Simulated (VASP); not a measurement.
B: single point with PBE

The system is B, a sheet with vacuum.

```
CELL_PARAMETERS angstrom
2.07728 0.00000 0.00000
0.00000 2.07728 0.00000
0.00000 0.00000 16.00000
ATOMIC_POSITIONS crystal
B 0.00000 0.00000 0.54083
B 0.00000 0.00000 0.45917
```

```yaml
Program: VASP 6.6.1
Task: single point
Functional: PBE
Potentials_or_basis: VASP PAW PBE potentials, release 64 (B)
Cutoff: 520 eV
k_mesh: 8 × 8 × 1
Occupations: gaussian, width 0.1 eV
Spin: no spin polarisation
Dipole_correction: yes
Further_INCAR_settings: ALGO = Normal; EDIFF = 1e-06; NBANDS = 10
```

```
Largest force          : 15.405 eV/Å
Band gap on the k mesh : zero (band 3 reaches -1.74 eV, above the bottom of band 4 at -3.15 eV)
```

Forces on the atoms (eV/Å):
```
B     0.000   0.000  15.405
B     0.000   0.000 -15.405
```

Levels at points of the mesh, in eV from the Fermi level:
```tsv
k point	band 1	band 2	band 3	band 4	band 5	band 6
(0.00, 0.00, 0.00)	-14.79	-7.39	-3.72	4.60	4.88	6.12
(0.50, 0.00, 0.00)	-8.33	-7.90	-0.54	-0.37	1.12	10.22
(0.50, 0.50, 0.00)	-3.51	-3.51	-2.52	4.04	4.04	6.52
```

Wall time 13 s on 1 thread of Intel(R) Xeon(R) Platinum 8488C (Sapphire Rapids), on a shared host, peak memory 0.16 GiB.

Caveat: the k points lie up to 0.38 Å⁻¹ apart.
